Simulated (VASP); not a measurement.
A run of VASP 6.6.1 is set up as follows.

INCAR

```
ALGO = Normal
EDIFF = 1E-6
ENCUT = 520
GGA = CA
ISIF = 2
ISMEAR = 0
LASPH = T
LCHARG = T
LELF = T
LREAL = Auto
LVHAR = T
LWAVE = F
NBANDS = 114
NELECT = 192.0
NELM = 100
PREC = Accurate
SIGMA = 0.02
```

File KPOINTS:

```
k-points
0
Gamma
  3 3 3
```

File POSCAR:

```
Ti8HO16
1.0
   -4.5481520261      4.5481520261      0.0000000000
    4.5481520261      4.5481520261      0.0000000000
    0.0000000000     -4.5481520261     -5.8342651417
Ti O H
8 16 1
Direct
    0.2319750532      0.7440058706      0.4945827675
    1.0180248829      0.5059940654      1.0054171104
    0.7626081270      0.2505702736      0.4945829389
    0.4873918948     -0.0005702461      1.0054171104
    0.6249999727      0.6249999727      0.2499999511
    0.3979797608      0.3882395411      0.7500001960
    0.1249999755      0.1249999755      0.2499999511
    0.8520202609      0.8617604806      0.7499998532
    0.1120614320      0.8202765448      0.2499322476
    0.8597051031      0.5642413648      0.7499993390
    0.6121298182      0.3203451566      0.2500690258
    0.3138784119      0.0833804000      0.7500005388
    0.7001077932      0.4818941112     -0.0013345297
    0.4514419470      0.2332287047      0.5013344318
    0.1928005016     -0.0190785197      0.0015597508
    0.9412406747      0.7293618733      0.4984403227
    0.5498921522      0.7681058342      0.5013344318
    0.3087593470      0.5206381485      1.0015597266
    0.0571995352      0.2690785565      0.4984403227
    0.7985580748      0.0167713228      0.9986656174
    0.1379386047      0.4297234862      0.2500678259
    0.9361215241      0.1666195418      0.7499993390
    0.6378703227      0.9296549844      0.2499310478
    0.3902949186      0.6857586569      0.7500007102
    0.1250000138      0.1250000138      0.7500000246
```

Potentials or basis: VASP PAW LDA potentials, release 64 (Ti_sv, O, H).

Launch:

```console
$ cat potpaw_LDA.64/Ti_sv/POTCAR potpaw_LDA.64/O/POTCAR potpaw_LDA.64/H/POTCAR > POTCAR
$ mpirun -np 1 vasp_std > vasp.out
```

Problem. What does it give for the largest force?

Solution. 0.073 eV/Å.

Forces on the atoms (eV/Å):
```
Ti   0.015  0.037 -0.060
Ti  -0.015 -0.037  0.060
Ti  -0.015 -0.037 -0.060
Ti   0.015  0.037  0.060
Ti   0.000  0.000  0.000
Ti   0.018 -0.037  0.000
Ti   0.000  0.000  0.000
Ti  -0.018  0.037  0.000
O    0.051  0.040 -0.017
O    0.028  0.003  0.000
O    0.051  0.040  0.017
O   -0.031  0.029  0.000
O   -0.048  0.036 -0.040
O   -0.048  0.036  0.040
O   -0.012  0.001  0.031
O   -0.012  0.001 -0.031
O    0.048 -0.036  0.040
O    0.012 -0.001  0.031
O    0.012 -0.001 -0.031
O    0.048 -0.036 -0.040
O   -0.051 -0.040  0.017
O    0.031 -0.029  0.000
O   -0.051 -0.040 -0.017
O   -0.028 -0.003  0.000
H    0.000  0.000  0.000
```

Caveat: the cell carries a net charge on a neutralising background, which shifts energy and pressure.
